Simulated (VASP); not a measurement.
# CdO (Monteponite) (Fm-3m) in VASP: elastic constants with PBEsol

Aim: the elastic constants of CdO (Monteponite) with PBEsol.

Program: VASP 6.6.1. These are calculated values, not measurements. Logs are shortened: lines on timing, memory, paths and dates and some standing lists are left out, and cuts for length are marked.

## 1. The cell of the first run

It takes space group Fm-3m (No. 225, cubic). The conventional cell has a = 4.699 Å, b = 4.699 Å, c = 4.699 Å, α = 90.00°, β = 90.00°, γ = 90.00°. Within 3.1 Å of Cd (site symmetry m-3m) lie 6 O at 2.35 Å. Within 3.1 Å of O (site symmetry m-3m) lie 6 Cd at 2.35 Å.

## 2. Elastic constants, PBEsol

INCAR

```
SYSTEM = CdO
PREC = Accurate ; ENCUT = 600
EDIFF = 1E-8 ; ISMEAR = -1
SIGMA = 0.05 ; LREAL = .FALSE.
LASPH = .TRUE. ; NELM = 120
ALGO = Normal ; ISIF = 3
LWAVE = .FALSE. ; LCHARG = .TRUE.
GGA = PS ; IBRION = 6
NFREE = 2 ; POTIM = 0.015
NSW = 1 ; GGA_COMPAT = .FALSE.
```

KPOINTS

```
Automatic mesh
0
G
  8 8 8
  0 0 0
```

POSCAR

```
CdO
1.0
    0.0000000000      2.3495000000      2.3495000000
    2.3495000000      0.0000000000      2.3495000000
    2.3495000000      2.3495000000      0.0000000000
Cd O
1 1
Direct
    0.0000000000      0.0000000000      0.0000000000
    0.5000000000      0.5000000000      0.5000000000
```

Potentials or basis: VASP PAW PBE potentials, release 64 (Cd, O).

Run with:

```bash
$ cat potpaw_PBE.64/Cd/POTCAR potpaw_PBE.64/O/POTCAR > POTCAR
$ mpirun -np 1 vasp_std > vasp.out
```

OUTCAR:

```text
SYSTEM = CdO
   PREC = Accurate
   ENCUT = 600
   EDIFF = 1E-8
   ISMEAR = -1
   LREAL = .FALSE.
   LASPH = .TRUE.
   NELM = 120
   ISIF = 3
   GGA = PS
   IBRION = 6
   NFREE = 2
   POTIM = 0.015
   NSW = 1

 ion  position               nearest neighbor table
   1  0.000  0.000  0.000-   2 2.35   2 2.35   2 2.35   2 2.35   2 2.35   2 2.35
   2  0.500  0.500  0.500-   1 2.35   1 2.35   1 2.35   1 2.35   1 2.35   1 2.35

  LATTYP: Found a face centered cubic cell.
 ALAT       =     4.6990000000

  Lattice vectors:

 A1 = (   0.0000000000,   2.3495000000,   2.3495000000)
 A2 = (   2.3495000000,   0.0000000000,   2.3495000000)
 A3 = (   2.3495000000,   2.3495000000,   0.0000000000)

Analysis of symmetry for initial positions (statically):
=====================================================================
 Subroutine PRICEL returns:
 Original cell was already a primitive cell.

 Routine SETGRP: Setting up the symmetry group for a
 face centered cubic supercell.

 Subroutine GETGRP returns: Found 48 space group operations
 (whereof 48 operations were pure point group operations)
 out of a pool of 48 trial point group operations.

The static configuration has the point symmetry O_h .

Analysis of symmetry for dynamics (positions and initial velocities):
=====================================================================
 Subroutine PRICEL returns:
 Original cell was already a primitive cell.

 Routine SETGRP: Setting up the symmetry group for a
 face centered cubic supercell.

 Subroutine GETGRP returns: Found 48 space group operations
 (whereof 48 operations were pure point group operations)
 out of a pool of 48 trial point group operations.

The dynamic configuration has the point symmetry O_h .

 Subroutine INISYM returns: Found 48 space group operations
 (whereof 48 operations are pure point group operations),
 and found     1 'primitive' translations

----------------------------------------------------------------------------------------

                                     Primitive cell

  volume of cell :      25.9392

  direct lattice vectors                    reciprocal lattice vectors
     0.000000000  2.349500000  2.349500000    -0.212811236  0.212811236  0.212811236
     2.349500000  0.000000000  2.349500000     0.212811236 -0.212811236  0.212811236
     2.349500000  2.349500000  0.000000000     0.212811236  0.212811236 -0.212811236

  length of vectors
     3.322694765  3.322694765  3.322694765     0.368599874  0.368599874  0.368599874

  position of ions in fractional coordinates (direct lattice)
     0.000000000  0.000000000  0.000000000
     0.500000000  0.500000000  0.500000000

  ion indices of the primitive-cell ions
   primitive index   ion index
                 1           1
                 2           2

----------------------------------------------------------------------------------------

 KPOINTS: Automatic mesh

Automatic generation of k-mesh.
 Grid dimensions read from file:
 generate k-points for:    8    8    8

 Generating k-lattice:

  Cartesian coordinates                     Fractional coordinates (reciprocal lattice)
    -0.026601405  0.026601405  0.026601405     0.125000000  0.000000000  0.000000000
     0.026601405 -0.026601405  0.026601405     0.000000000  0.125000000  0.000000000
[... 107 lines left out ...]

------------------------ aborting loop because EDIFF is reached ----------------------------------------

  FORCE on cell =-STRESS in cart. coord.  units (eV):
  Direction    XX          YY          ZZ          XY          YZ          ZX
  --------------------------------------------------------------------------------------
  -------------------------------------------------------------------------------------
  Total        0.0907827      0.0907827      0.0907827      0.0000000      0.0000000      0.0000000
  in kB        5.6073428      5.6073428      5.6073428      0.0000000      0.0000000      0.0000000
  external PRESSURE =       5.6073428 kB  Pullay stress =       0.0000000 kB
[... 89 lines left out ...]
  FREE ENERGIE OF THE ION-ELECTRON SYSTEM (eV)
  ---------------------------------------------------
  free  energy   TOTEN  =        -8.5012201911 eV

  energy  without entropy=       -8.5003427477  energy(sigma->0) =       -8.50078147

[... ionic steps 4 to 14 ...]

--------------------------------------- Ionic step       15  -------------------------------------------

 number of electron      18.0000001 magnetization

------------------------ aborting loop because EDIFF is reached ----------------------------------------
[... 67 lines left out ...]
--------------------------------------- Ionic step       17  -------------------------------------------

 number of electron      18.0000002 magnetization

 Free energy of the ion-electron system (eV)
  ---------------------------------------------------
  ext. energy  EPLUGINS =         0.00000000
  ---------------------------------------------------
  free energy    TOTEN  =        -8.50645036 eV

  energy without entropy =       -8.50551900  energy(sigma->0) =       -8.50598468

 E-fermi :   2.0253     XC(G=0): -11.9635

 val. band max:        1.8817377620   @ k =   0.5000   0.0000   0.0000
 cond. band min:       2.7509804517   @ k =   0.1250   0.0000   0.0000
 fundamental gap:      0.8692426897
 Fermi energy:         2.0252795165

 k-point     1 :       0.0000    0.0000    0.0000
  band No.  band energies     occupation
      1     -15.4439      2.00000
      2      -4.7783      2.00000
      3      -4.7783      2.00000
      4      -4.7780      2.00000
      5      -4.4745      2.00000
      6      -4.4733      2.00000
      7       0.5201      2.00000
      8       0.5201      2.00000
      9       0.5207      2.00000
     10       1.3510      2.00000
     11      16.6505      0.00000
     12      18.7634      0.00000
     13      18.7634      0.00000
[... 354 lines left out ...]
  band No.  band energies     occupation
      1     -14.6465      2.00000
      2      -5.4138      2.00000
      3      -5.1080      2.00000
      4      -5.0949      2.00000
      5      -4.2157      2.00000
      6      -4.2057      2.00000
      7      -1.8014      2.00000
      8       0.2691      2.00000
      9       1.2427      2.00000
     10       8.1331      0.00000
     11       8.5006      0.00000
     12      11.6398      0.00000
     13      13.9371      0.00000

 [... further k-points ...]
[... 5 lines left out ...]
  --------------------------------------------------------------------------------------
  -------------------------------------------------------------------------------------
  Total        0.0984195      0.0903923      0.0903923     -0.0000000      0.0000000      0.0000000
  in kB        6.0790456      5.5832298      5.5832298     -0.0000000      0.0000000      0.0000000
  external PRESSURE =       5.7485017 kB  Pullay stress =       0.0000000 kB
[... 17 lines left out ...]
  FREE ENERGIE OF THE ION-ELECTRON SYSTEM (eV)
  ---------------------------------------------------
  free  energy   TOTEN  =        -8.5064503558 eV

  energy  without entropy=       -8.5055189985  energy(sigma->0) =       -8.50598468

 INTERNAL STRAIN TENSORS FROM STRAINED CELLS
 ============================================

 INTERNAL STRAIN TENSOR FOR ION    1 for displacements in x,y,z  (eV/Angst):
          X           Y           Z          XY          YZ          ZX
  --------------------------------------------------------------------------------
  x     0.00000     0.00000    -0.00000     0.00000     0.00000    -0.00000
  y    -0.00000     0.00000     0.00000    -0.00000     0.00000     0.00000
  z     0.00000     0.00000     0.00000    -0.00000    -0.00000    -0.00000

 INTERNAL STRAIN TENSORS FROM DISPLACED ATOMS
 ============================================

 INTERNAL STRAIN TENSOR FOR ION    1 for displacements in x,y,z  (eV/Angst):
          X           Y           Z          XY          YZ          ZX
  --------------------------------------------------------------------------------
  x     0.00000     0.00000     0.00000     0.00000     0.00000     0.00000
  y     0.00000     0.00000     0.00000     0.00000     0.00000     0.00000
  z     0.00000     0.00000     0.00000     0.00000     0.00000     0.00000

 INTERNAL STRAIN TENSOR FOR ION    2 for displacements in x,y,z  (eV/Angst):
          X           Y           Z          XY          YZ          ZX
  --------------------------------------------------------------------------------
  x     0.00000     0.00000     0.00000     0.00000     0.00000     0.00000
  y     0.00000     0.00000     0.00000     0.00000     0.00000     0.00000
  z     0.00000     0.00000     0.00000     0.00000     0.00000     0.00000

 Eigenvectors and eigenvalues of the dynamical matrix
 ----------------------------------------------------

   1 f  =    7.905119 THz    49.669328 2PiTHz  263.686389 cm-1    32.692931 meV
             X         Y         Z           dx          dy          dz
      0.000000  0.000000  0.000000     0.000000    0.000000   -0.353557
      2.349500  2.349500  2.349500     0.000000    0.000000    0.935413
[... 21 lines left out ...]
   6 f/i=    0.004813 THz     0.030242 2PiTHz    0.160552 cm-1     0.019906 meV
             X         Y         Z           dx          dy          dz
      0.000000  0.000000  0.000000    -0.005619   -0.331849   -0.874553
      2.349500  2.349500  2.349500    -0.002124   -0.125428   -0.330553

--------------------------------------------------------------------------------------------------------

 ELASTIC MODULI CONTR FROM IONIC RELAXATION (kBar)
 Direction    XX          YY          ZZ          XY          YZ          ZX
 --------------------------------------------------------------------------------
 XX           0.0000      0.0000      0.0000      0.0000      0.0000      0.0000
 YY           0.0000      0.0000      0.0000      0.0000      0.0000      0.0000
 ZZ           0.0000      0.0000      0.0000      0.0000      0.0000      0.0000
 XY           0.0000      0.0000      0.0000      0.0000      0.0000      0.0000
 YZ           0.0000      0.0000      0.0000      0.0000      0.0000      0.0000
 ZX           0.0000      0.0000      0.0000      0.0000      0.0000      0.0000
 --------------------------------------------------------------------------------

 TOTAL ELASTIC MODULI (kBar)
 Direction    XX          YY          ZZ          XY          YZ          ZX
 --------------------------------------------------------------------------------
 XX        2208.6019   1110.6306   1110.6306      0.0000     -0.0000      0.0000
 YY        1110.6306   2208.6019   1110.6306     -0.0000      0.0000     -0.0000
 ZZ        1110.6306   1110.6306   2208.6019     -0.0000     -0.0000      0.0000
 XY           0.0000     -0.0000     -0.0000    461.0793      0.0000      0.0000
 YZ          -0.0000      0.0000     -0.0000      0.0000    461.0793     -0.0000
 ZX           0.0000     -0.0000      0.0000      0.0000     -0.0000    461.0793
 --------------------------------------------------------------------------------
```

Wall time 4.5 min (1 thread of Intel Xeon 6975P-C, shared host); peak memory 0.27 GiB.

Results:

```yaml
Elastic_constants_C11_C12_C44: 221, 111, 46 GPa
Voigt_bulk_modulus: 148 GPa
Highest_phonon_frequency_at_Γ_LO-TO_splitting_left_out: 264 cm⁻¹
```

Phonon frequencies in cm⁻¹ (negative: imaginary):
```
              q point        frequencies
(0.000, 0.000, 0.000)  0 0 0 264 264 264
```

Elastic tensor in Voigt notation (GPa, in the Cartesian axes of the cell as first typed):
```
221 111 111   0   0   0
111 221 111   0   0   0
111 111 221   0   0   0
  0   0   0  46   0   0
  0   0   0   0  46   0
  0   0   0   0   0  46
```

Clamped-ion elastic tensor (GPa):
```
221 111 111   0   0   0
111 221 111   0   0   0
111 111 221   0   0   0
  0   0   0  46   0   0
  0   0   0   0  46   0
  0   0   0   0   0  46
```

Caveat: the PAW data sets were made with another functional, which shifts forces and pressure a little.
